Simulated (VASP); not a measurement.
Input of a VASP 6.6.1 run:

The input POSCAR:

```
PbS
1.0
    0.0000000000      3.3009774936      3.3009774936
    3.3009774936      0.0000000000      3.3009774936
    3.3009774936      3.3009774936      0.0000000000
Pb S
1 1
Direct
    0.0000000000      0.0000000000      0.0000000000
    0.2500000000      0.2500000000      0.2500000000
```

The input INCAR.step1:

```
SYSTEM = PbS
PREC     = Accurate       ! precision mode
ENCUT    = 520            ! plane-wave cutoff, eV
EDIFF    = 1E-5           ! SCF threshold, eV
ISMEAR   = -1             ! smearing method
SIGMA    = 0.02           ! smearing width, eV
LREAL    = .False.        ! projectors in reciprocal space
LASPH    = .True.         ! aspherical terms in the spheres
NELM     = 150            ! most SCF steps
ALGO     = Normal         ! electronic algorithm
ISIF     = 2              ! what is computed and relaxed
LWAVE    = .True.         ! write WAVECAR
LCHARG   = .False.        ! write CHGCAR
MAGMOM   = 0 0 0 0 0 0    ! initial moments
LORBIT   = 11             ! projections on sites
LSORBIT  = .True.         ! spin-orbit coupling
GGA_COMPAT= .False.      
LORBMOM  = .True.       
GGA      = PE             ! functional
NBANDS   = 32             ! bands
KPAR     = 2
```

Contents of INCAR.step2:

```
SYSTEM = PbS
PREC     = Accurate       ! precision mode
ENCUT    = 520            ! plane-wave cutoff, eV
EDIFF    = 1E-7           ! SCF threshold, eV
ISMEAR   = -1             ! smearing method
SIGMA    = 0.02           ! smearing width, eV
LREAL    = .False.        ! projectors in reciprocal space
LASPH    = .True.         ! aspherical terms in the spheres
NELM     = 150            ! most SCF steps
ALGO     = Normal         ! electronic algorithm
ISIF     = 2              ! what is computed and relaxed
LWAVE    = .False.        ! write WAVECAR
LCHARG   = .False.        ! write CHGCAR
MAGMOM   = 0 0 0 0 0 0    ! initial moments
LORBIT   = 11             ! projections on sites
LSORBIT  = .True.         ! spin-orbit coupling
GGA_COMPAT= .False.      
LORBMOM  = .True.       
GGA      = PE             ! functional
LHFCALC  = .True.         ! exact exchange
HFSCREEN = 0.2079         ! screening, 1/A
PRECFOCK = Normal       
ISTART   = 1            
NBANDS   = 32             ! bands
KPAR     = 2
```

Contents of KPOINTS:

```
regular mesh
0
Gamma
  4 4 4
  0 0 0
```

Potentials or basis: VASP PAW PBE potentials, release 64 (Pb_d, S).

Launch:

```bash
$ cat potpaw_PBE.64/Pb_d/POTCAR potpaw_PBE.64/S/POTCAR > POTCAR
$ cp INCAR.step1 INCAR
$ mpirun -np 2 vasp_ncl > vasp.out
$ cp INCAR.step2 INCAR
$ mpirun -np 2 vasp_ncl > vasp.out
```

Question: Predict the net moment.

Answer: 0.00 μB per cell.

Question: What does it give for the pressure?

Answer: -0.1 GPa.

Moments on the atoms (μB; x, y, z):
```
Pb  0.00 0.00 0.00
S   0.00 0.00 0.00
```

Caveat: the k points lie up to 0.41 Å⁻¹ apart; the structure was generated, so it needn't be the stable form of PbS; the PAW data sets were made with another functional, which shifts forces and pressure a little.
